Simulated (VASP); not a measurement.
# SrTiO3 (R-3m) in VASP: a series of runs

SrTiO3 is run at these levels: PBE; tasks: single point.

All numbers are computed with VASP 6.6.1; they aren't measurements. Logs are shortened: lines on timing, memory, paths and dates and some standing lists are left out, and cuts for length are marked.

## Step 1: The cell of the first run

It takes space group R-3m (No. 166, trigonal). Conventional cell: a = 5.239 Å, b = 5.239 Å, c = 7.699 Å, α = 90.00°, β = 90.00°, γ = 120.00°. Sr (site symmetry -3m) has 12 O at 2.62 to 2.98 Å and 6 Ti at 3.29 Å within 3.5 Å. Within 2.6 Å of Ti (site symmetry -3m) lie 6 O at 1.98 Å. O (site symmetry 2/m) has 2 Ti at 1.98 Å within 2.6 Å.

## Step 2: Single point, PBE

File INCAR:

```
SYSTEM = SrTiO3
  PREC = Accurate
  ENCUT = 520
  EDIFF = 1E-6
  ISMEAR = 0
  SIGMA = 0.05
  LREAL = .FALSE.
  LASPH = .TRUE.
  NELM = 60
  ALGO = Normal
  ISIF = 2
  LWAVE = .FALSE.
  LCHARG = .FALSE.
  GGA = PE
  NBANDS = 28
```

File KPOINTS:

```
Automatic mesh
0
G
  8 8 8
  0 0 0
```

File POSCAR:

```
SrTiO3
1.0
    3.9512507527      0.2469531720      0.2469531720
    0.2469531720      3.9512507527      0.2469531720
    0.2469531720      0.2469531720      3.9512507527
Sr Ti O
1 1 3
Direct
    0.0000000000      0.0000000000      0.0000000000
    0.5000000000      0.5000000000      0.5000000000
    0.0000000000      0.5000000000      0.5000000000
    0.5000000000      0.0000000000      0.5000000000
    0.5000000000      0.5000000000      0.0000000000
```

Potentials or basis: VASP PAW PBE potentials, release 64 (Sr_sv, Ti_sv, O).

On the command line:

```bash
$ cat potpaw_PBE.64/Sr_sv/POTCAR potpaw_PBE.64/Ti_sv/POTCAR potpaw_PBE.64/O/POTCAR > POTCAR
$ mpirun -np 1 vasp_std > vasp.out
```

OUTCAR:

```text
SYSTEM = SrTiO3
   PREC = Accurate
   ENCUT = 520
   EDIFF = 1E-6
   ISMEAR = 0
   LREAL = .FALSE.
   LASPH = .TRUE.
   NELM = 60
   ISIF = 2
   GGA = PE

 ion  position               nearest neighbor table
   1  0.000  0.000  0.000-   3 2.62   4 2.62   3 2.62   5 2.62   4 2.62   5 2.62   5 2.98   5 2.98
                             4 2.98   3 2.98   4 2.98   3 2.98   2 3.29   2 3.29   2 3.29   2 3.29
   2  0.500  0.500  0.500-   3 1.98   4 1.98   4 1.98   3 1.98   5 1.98   5 1.98   1 3.29   1 3.29
                             1 3.29   1 3.29   1 3.29   1 3.29   1 3.85   1 3.85
   3  0.000  0.500  0.500-   2 1.98   2 1.98   1 2.62   1 2.62   1 2.98   1 2.98
   4  0.500  0.000  0.500-   2 1.98   2 1.98   1 2.62   1 2.62   1 2.98   1 2.98
   5  0.500  0.500  0.000-   2 1.98   2 1.98   1 2.62   1 2.62   1 2.98   1 2.98

  LATTYP: Found a trigonal (rhomboedric) cell.
 ALAT       =     3.9666552975
 COS(alpha) =     0.1279069767

  Lattice vectors:

 A1 = (   3.9512507527,   0.2469531720,   0.2469531720)
 A2 = (   0.2469531720,   3.9512507527,   0.2469531720)
 A3 = (   0.2469531720,   0.2469531720,   3.9512507527)

Analysis of symmetry for initial positions (statically):
=====================================================================
 Subroutine PRICEL returns:
 Original cell was already a primitive cell.

 Routine SETGRP: Setting up the symmetry group for a
 trigonal (rhombohedral) supercell.

 Subroutine GETGRP returns: Found 12 space group operations
 (whereof 12 operations were pure point group operations)
 out of a pool of 12 trial point group operations.

The static configuration has the point symmetry D_3d.

Analysis of symmetry for dynamics (positions and initial velocities):
=====================================================================
 Subroutine PRICEL returns:
 Original cell was already a primitive cell.

 Routine SETGRP: Setting up the symmetry group for a
 trigonal (rhombohedral) supercell.

 Subroutine GETGRP returns: Found 12 space group operations
 (whereof 12 operations were pure point group operations)
 out of a pool of 12 trial point group operations.

The dynamic configuration has the point symmetry D_3d.

 Subroutine INISYM returns: Found 12 space group operations
 (whereof 12 operations are pure point group operations),
 and found     1 'primitive' translations

----------------------------------------------------------------------------------------

                                     Primitive cell

  volume of cell :      60.9956

  direct lattice vectors                    reciprocal lattice vectors
     3.951250753  0.246953172  0.246953172     0.254959118 -0.014997595 -0.014997595
     0.246953172  3.951250753  0.246953172    -0.014997595  0.254959118 -0.014997595
     0.246953172  0.246953172  3.951250753    -0.014997595 -0.014997595  0.254959118

  length of vectors
     3.966655297  3.966655297  3.966655297     0.255839809  0.255839809  0.255839809

  position of ions in fractional coordinates (direct lattice)
     0.000000000  0.000000000  0.000000000
     0.500000000  0.500000000  0.500000000
     0.000000000  0.500000000  0.500000000
     0.500000000  0.000000000  0.500000000
     0.500000000  0.500000000  0.000000000

  ion indices of the primitive-cell ions
   primitive index   ion index
                 1           1
                 2           2
                 3           3
                 4           4
                 5           5

----------------------------------------------------------------------------------------

 KPOINTS: Automatic mesh

Automatic generation of k-mesh.
 Grid dimensions read from file:
 generate k-points for:    8    8    8

 Generating k-lattice:

  Cartesian coordinates                     Fractional coordinates (reciprocal lattice)
     0.031869890 -0.001874699 -0.001874699     0.125000000  0.000000000  0.000000000
    -0.001874699  0.031869890 -0.001874699     0.000000000  0.125000000  0.000000000
    -0.001874699 -0.001874699  0.031869890     0.000000000  0.000000000  0.125000000

[... 48 lines left out ...]

 Free energy of the ion-electron system (eV)
  ---------------------------------------------------
  ext. energy  EPLUGINS =         0.00000000
  ---------------------------------------------------
  free energy    TOTEN  =       -39.19117037 eV

  energy without entropy =      -39.19117037  energy(sigma->0) =      -39.19117037

 E-fermi :   4.6009     XC(G=0): -11.1326

 val. band max:        4.2909058921   @ k =   0.5000   0.5000   0.5000
 cond. band min:       5.4101884026   @ k =   0.0000   0.0000   0.0000
 fundamental gap:      1.1192825105
 Fermi energy:         4.6008801826

 k-point     1 :       0.0000    0.0000    0.0000
  band No.  band energies     occupation
      1     -52.6687      2.00000
      2     -28.9414      2.00000
      3     -28.9414      2.00000
      4     -28.8217      2.00000
      5     -28.8057      2.00000
      6     -13.3709      2.00000
[... 20 lines left out ...]
     27       9.5612      0.00000
     28       9.7426      0.00000

 k-point     2 :       0.1250   -0.0000   -0.0000
  band No.  band energies     occupation
      1     -52.6685      2.00000
      2     -28.9601      2.00000
      3     -28.9410      2.00000
      4     -28.8211      2.00000
      5     -28.7925      2.00000
      6     -13.3850      2.00000
[... 20 lines left out ...]
     27       9.7926      0.00000
     28      10.0614      0.00000

 k-point     3 :       0.2500   -0.0000   -0.0000
  band No.  band energies     occupation
      1     -52.6681      2.00000
      2     -28.9967      2.00000
      3     -28.9402      2.00000
      4     -28.8229      2.00000
      5     -28.7661      2.00000
      6     -13.4612      2.00000
[... 20 lines left out ...]
     27      10.2938      0.00000
     28      10.9494      0.00000

 k-point     4 :       0.3750   -0.0000   -0.0000
  band No.  band energies     occupation
      1     -52.6677      2.00000
      2     -29.0274      2.00000
      3     -28.9393      2.00000
      4     -28.8251      2.00000
      5     -28.7449      2.00000
      6     -13.5717      2.00000
[... 578 lines left out ...]
     27      10.0649      0.00000
     28      10.6836      0.00000

 k-point    23 :       0.2500    0.1250    0.1250
  band No.  band energies     occupation
      1     -52.6678      2.00000
      2     -28.9733      2.00000
      3     -28.9470      2.00000
      4     -28.8596      2.00000
      5     -28.7579      2.00000
      6     -13.2911      2.00000
[... 20 lines left out ...]
     27      10.5761      0.00000
     28      11.5137      0.00000

 k-point    24 :       0.3750    0.1250    0.1250
  band No.  band energies     occupation
      1     -52.6673      2.00000
      2     -29.0072      2.00000
      3     -28.9461      2.00000
      4     -28.8478      2.00000
      5     -28.7478      2.00000
      6     -13.3771      2.00000
[... 20 lines left out ...]
     27      11.1811      0.00000
     28      12.3497      0.00000

 [... further k-points ...]
[... 5 lines left out ...]
  --------------------------------------------------------------------------------------
  -------------------------------------------------------------------------------------
  Total        0.8571502      0.8571502      0.8571502     -4.9791613     -4.9791613     -4.9791613
  in kB       22.5148288     22.5148288     22.5148288   -130.7880092   -130.7880092   -130.7880092
  external PRESSURE =      22.5148288 kB  Pullay stress =       0.0000000 kB

 VOLUME and BASIS-vectors are now :
 -----------------------------------------------------------------------------
  energy-cutoff  :      520.00
  volume of cell :       61.00
      direct lattice vectors                 reciprocal lattice vectors
     3.951250753  0.246953172  0.246953172     0.254959118 -0.014997595 -0.014997595
     0.246953172  3.951250753  0.246953172    -0.014997595  0.254959118 -0.014997595
     0.246953172  0.246953172  3.951250753    -0.014997595 -0.014997595  0.254959118

 POSITION                                       TOTAL-FORCE (eV/Angst)
 -----------------------------------------------------------------------------------
      0.00000      0.00000      0.00000         0.000000      0.000000      0.000000
      2.22258      2.22258      2.22258        -0.000000     -0.000000      0.000000
      0.24695      2.09910      2.09910         0.000000     -0.000000      0.000000
      2.09910      0.24695      2.09910         0.000000      0.000000      0.000000
      2.09910      2.09910      0.24695         0.000000      0.000000     -0.000000
 -----------------------------------------------------------------------------------
    total drift:                                0.000000      0.000000     -0.000000

  FREE ENERGIE OF THE ION-ELECTRON SYSTEM (eV)
  ---------------------------------------------------
  free  energy   TOTEN  =       -39.1911703690 eV

  energy  without entropy=      -39.1911703690  energy(sigma->0) =      -39.19117037
```

It took 48 s on 1 thread of Intel Xeon 6975P-C (Granite Rapids), shared host; peak memory 0.24 GiB.

Results:

- Free energy: -39.1912 eV
- Pressure: 2.3 GPa
- Band gap on the k mesh: 1.12 eV, indirect (least direct gap 1.21 eV)

## Step 3: Single point, PBE

This run uses another cell than the first one, of the same volume but with other edges.

File INCAR:

```
SYSTEM = SrTiO3
ALGO = Normal ; EDIFF = 1E-6
ENCUT = 520 ; GGA = PE
ISIF = 2 ; ISMEAR = 0
LASPH = .True. ; LCHARG = .True.
LELF = .True. ; LREAL = .False.
LVHAR = .True. ; LWAVE = .False.
NBANDS = 28 ; NELM = 100
PREC = Accurate ; SIGMA = 0.05
```

File KPOINTS:

```
k-points
0
Gamma
  8 8 8
  0 0 0
```

POSCAR: that of step 2 with these lines changed.

```diff
@@ -2,5 +2,5 @@
 1.0
-    3.9512507527      0.2469531720      0.2469531720
-    0.2469531720      3.9512507527      0.2469531720
-    0.2469531720      0.2469531720      3.9512507527
+    4.0678392166      0.7695912031      0.7695912031
+    0.7695912031      4.0678392166      0.7695912031
+    0.7695912031      0.7695912031      4.0678392166
 Sr Ti O
```

Potentials or basis: VASP PAW PBE potentials, release 64 (Sr_sv, Ti_sv, O).

On the command line:

```bash
$ cat potpaw_PBE.64/Sr_sv/POTCAR potpaw_PBE.64/Ti_sv/POTCAR potpaw_PBE.64/O/POTCAR > POTCAR
$ mpirun -np 1 vasp_std > vasp.out
```

Wall time 45 s (1 thread of Intel Xeon 6975P-C (Granite Rapids), shared host); peak memory 0.25 GiB.

It converged, with:

```
Free energy            : -32.5842 eV
Pressure               : 17.3 GPa
Band gap on the k mesh : zero (band 20 reaches 5.76 eV, above the bottom of band 21 at 4.87 eV)
```

Stress tensor (GPa, compression positive):
```
 17.29 -33.76 -33.76
-33.76  17.29 -33.76
-33.76 -33.76  17.29
```

Levels at points of the mesh, in eV from the Fermi level:
| k point | band 16 | band 17 | band 18 | band 19 | band 20 | band 21 | band 22 | band 23 | band 24 | band 25 |
| --- | --- | --- | --- | --- | --- | --- | --- | --- | --- | --- |
| (0.00, 0.00, 0.00) | -2.68 | -2.68 | -1.09 | -0.91 | -0.68 | -0.68 | 0.34 | 0.34 | 1.70 | 1.70 |
| (0.50, 0.00, 0.00) | -3.34 | -3.24 | -2.94 | -2.46 | -0.07 | -0.03 | 0.97 | 1.33 | 1.87 | 3.11 |
| (0.50, 0.50, 0.00) | -3.70 | -3.62 | -2.43 | -1.98 | -0.20 | 0.69 | 0.96 | 1.49 | 2.29 | 4.81 |
| (0.50, 0.50, 0.50) | -3.47 | -3.47 | -0.99 | 0.21 | 0.21 | 1.37 | 1.37 | 1.84 | 4.81 | 4.81 |

Caveat: semilocal functionals often make such compounds metallic where correlation or magnetic order opens a gap, which also shifts bond lengths.

## Step 4: Single point, PBE

File INCAR:

```
SYSTEM = SrTiO3
PREC = Accurate
ENCUT = 520
EDIFF = 1E-6
ISMEAR = 0
SIGMA = 0.05
LREAL = .FALSE.
LASPH = .TRUE.
NELM = 100
ALGO = Normal
ISIF = 2
LWAVE = .FALSE.
LCHARG = .FALSE.
GGA = PE
NBANDS = 28
```

File KPOINTS:

```
regular mesh
0
G
  8 8 8
  0 0 0
```

POSCAR: that of step 3 with these lines changed.

```diff
@@ -2,5 +2,5 @@
 1.0
-    4.0678392166      0.7695912031      0.7695912031
-    0.7695912031      4.0678392166      0.7695912031
-    0.7695912031      0.7695912031      4.0678392166
+    3.9386887820     -0.0940983668     -0.0940983668
+   -0.0940983668      3.9386887820     -0.0940983668
+   -0.0940983668     -0.0940983668      3.9386887820
 Sr Ti O
```

On the command line:

```bash
$ cat potpaw_PBE.64/Sr_sv/POTCAR potpaw_PBE.64/Ti_sv/POTCAR potpaw_PBE.64/O/POTCAR > POTCAR
$ mpirun -np 1 vasp_std > vasp.out
```

Run time: 58 s. Hardware: 1 thread of Intel Xeon 6975P-C (Granite Rapids), shared host; peak memory 0.24 GiB.

Results (log left out):

```
Free energy            : -39.9547 eV
Pressure               : 0.9 GPa
Band gap on the k mesh : 1.53 eV, indirect (least direct gap 1.75 eV)
```

Stress tensor (GPa, compression positive):
```
0.86 5.40 5.40
5.40 0.86 5.40
5.40 5.40 0.86
```

Levels at points of the mesh, in eV from the valence-band top:
```tsv
k point	band 18	band 19	band 20	band 21	band 22	band 23
(0.00, 0.00, 0.00)	-0.49	-0.49	-0.23	1.53	1.76	1.76
(0.50, 0.00, 0.00)	-2.00	-1.02	-0.59	1.86	3.51	3.56
(0.50, 0.50, 0.00)	-1.64	-1.58	-0.14	3.45	3.60	4.00
(0.50, 0.50, 0.50)	-0.09	-0.09	0.00	4.09	4.24	4.24
```

 A k mesh can miss the band edges.

## Step 5: Single point, PBE

File INCAR:

```
ALGO = Normal
EDIFF = 1E-6
ENCUT = 520
GGA = PE
ISIF = 2
ISMEAR = 0
LASPH = T
LCHARG = F
LREAL = F
LWAVE = F
NBANDS = 28
NELM = 80
PREC = Accurate
SIGMA = 0.05
```

File KPOINTS:

```
k-points
0
Gamma
  8 8 8
```

POSCAR: that of step 4 with these lines changed.

```diff
@@ -2,5 +2,5 @@
 1.0
-    3.9386887820     -0.0940983668     -0.0940983668
-   -0.0940983668      3.9386887820     -0.0940983668
-   -0.0940983668     -0.0940983668      3.9386887820
+    3.9390167413      0.1023121232      0.1023121232
+    0.1023121232      3.9390167413      0.1023121232
+    0.1023121232      0.1023121232      3.9390167413
 Sr Ti O
```

On the command line:

```bash
$ cat potpaw_PBE.64/Sr_sv/POTCAR potpaw_PBE.64/Ti_sv/POTCAR potpaw_PBE.64/O/POTCAR > POTCAR
$ mpirun -np 1 vasp_std > vasp.out
```

It took 56 s on 1 thread of Intel Xeon 6975P-C (Granite Rapids), shared host; peak memory 0.24 GiB.

The run converged. Its results:

```
Free energy            : -39.9394 eV
Pressure               : 0.9 GPa
Band gap on the k mesh : 1.61 eV, indirect (least direct gap 1.87 eV)
```

Stress tensor (GPa, compression positive):
```
 0.91 -5.57 -5.57
-5.57  0.91 -5.57
-5.57 -5.57  0.91
```

Levels at points of the mesh, in eV from the valence-band top:
```
           k point  band 16  band 17  band 18  band 19  band 20  band 21  band 22  band 23  band 24  band 25
(0.00, 0.00, 0.00)    -1.32    -0.99    -0.70    -0.25    -0.25     1.61     1.61     1.84     4.03     4.03
(0.50, 0.00, 0.00)    -2.36    -2.33    -1.99    -1.04    -0.55     1.87     3.50     3.58     4.05     6.15
(0.50, 0.50, 0.00)    -2.77    -1.84    -1.60    -1.58    -0.13     3.49     3.57     4.00     4.96     7.73
(0.50, 0.50, 0.50)    -3.62    -3.62    -0.12     0.00     0.00     4.15     4.15     4.28     6.63     6.63
```

 A k mesh can miss the band edges.

## Step 6: Single point, PBE

This run uses another cell than the first one, of the same volume but with other edges.

File INCAR:

```
PREC = Accurate ; ENCUT = 910
EDIFF = 1E-6 ; ISMEAR = 0
SIGMA = 0.05 ; LREAL = F
LASPH = T ; NELM = 120
ALGO = Normal ; ISIF = 2
LWAVE = F ; LCHARG = T
GGA = PE ; LELF = T
LVHAR = T ; NBANDS = 28
GGA_COMPAT = F
```

File KPOINTS:

```
regular mesh
0
Gamma
  8 8 8
```

POSCAR: that of step 5 with these lines changed.

```diff
@@ -2,5 +2,5 @@
 1.0
-    3.9390167413      0.1023121232      0.1023121232
-    0.1023121232      3.9390167413      0.1023121232
-    0.1023121232      0.1023121232      3.9390167413
+    4.0448394974     -0.6222829996     -0.6222829996
+   -0.6222829996      4.0448394974     -0.6222829996
+   -0.6222829996     -0.6222829996      4.0448394974
 Sr Ti O
```

Potentials or basis: VASP PAW PBE potentials, release 64 (Sr_sv, Ti_sv, O_h).

On the command line:

```bash
$ cat potpaw_PBE.64/Sr_sv/POTCAR potpaw_PBE.64/Ti_sv/POTCAR potpaw_PBE.64/O_h/POTCAR > POTCAR
$ mpirun -np 1 vasp_std > vasp.out
```

Run time: 3.8 min. Hardware: 1 thread of Intel Xeon 6975P-C (Granite Rapids), shared host; peak memory 0.43 GiB.

Results (log left out):

```
Free energy            : -32.9419 eV
Pressure               : 10.6 GPa
Band gap on the k mesh : zero (band 20 reaches 5.33 eV, above the bottom of band 21 at 4.97 eV)
```

Stress tensor (GPa, compression positive):
```
10.64 33.04 33.04
33.04 10.64 33.04
33.04 33.04 10.64
```

Levels at points of the mesh, in eV from the Fermi level:
```tsv
k point	band 17	band 18	band 19	band 20	band 21	band 22	band 23	band 24
(0.00, 0.00, 0.00)	-2.18	-0.88	-0.26	-0.18	-0.18	0.17	0.17	2.39
(0.50, 0.00, 0.00)	-2.52	-2.35	-1.77	-0.14	1.27	1.54	2.00	2.72
(0.50, 0.50, 0.00)	-2.56	-2.08	-1.87	-0.16	-0.10	1.92	2.01	3.25
(0.50, 0.50, 0.50)	-2.05	-0.23	-0.23	0.18	2.26	2.48	2.48	5.06
```

Caveat: the cutoff is under 1.25 times the usual one of these potentials, so pressure, stress and relaxed cells hold a basis-set (Pulay) error; semilocal functionals often make such compounds metallic where correlation or magnetic order opens a gap, which also shifts bond lengths.

## Step 7: Summary

| potentials or basis | cell | cutoff (eV) | second run | gap on the mesh (eV) | pressure (GPa) |
| --- | --- | --- | --- | --- | --- |
| VASP PAW PBE potentials, release 64 (Sr_sv, Ti_sv, O) | a = 3.967 Å, angles 82.7°, 5 atoms | 520 | - | 1.12 | 2.3 |
| VASP PAW PBE potentials, release 64 (Sr_sv, Ti_sv, O) | a = 4.211 Å, angles 67.3°, 5 atoms | 520 | - | none | 17.3 |
| VASP PAW PBE potentials, release 64 (Sr_sv, Ti_sv, O) | a = 3.941 Å, angles 92.7°, 5 atoms | 520 | - | 1.53 | 0.9 |
| VASP PAW PBE potentials, release 64 (Sr_sv, Ti_sv, O) | a = 3.942 Å, angles 87.0°, 5 atoms | 520 | - | 1.61 | 0.9 |
| VASP PAW PBE potentials, release 64 (Sr_sv, Ti_sv, O_h) | a = 4.139 Å, angles 105.7°, 5 atoms | 910 | hard_potentials | none | 10.6 |

Alike in all rows: task single point; level PBE; no spin polarisation; k mesh 8 × 8 × 8; smearing gaussian 0.05 eV.

Caveats: semilocal functionals often make such compounds metallic where correlation or magnetic order opens a gap, which also shifts bond lengths (some runs); the cutoff is under 1.25 times the usual one of these potentials, so pressure, stress and relaxed cells hold a basis-set (Pulay) error (some runs).

Total energies depend on the potentials used, so only differences within one code and one set of settings carry meaning.
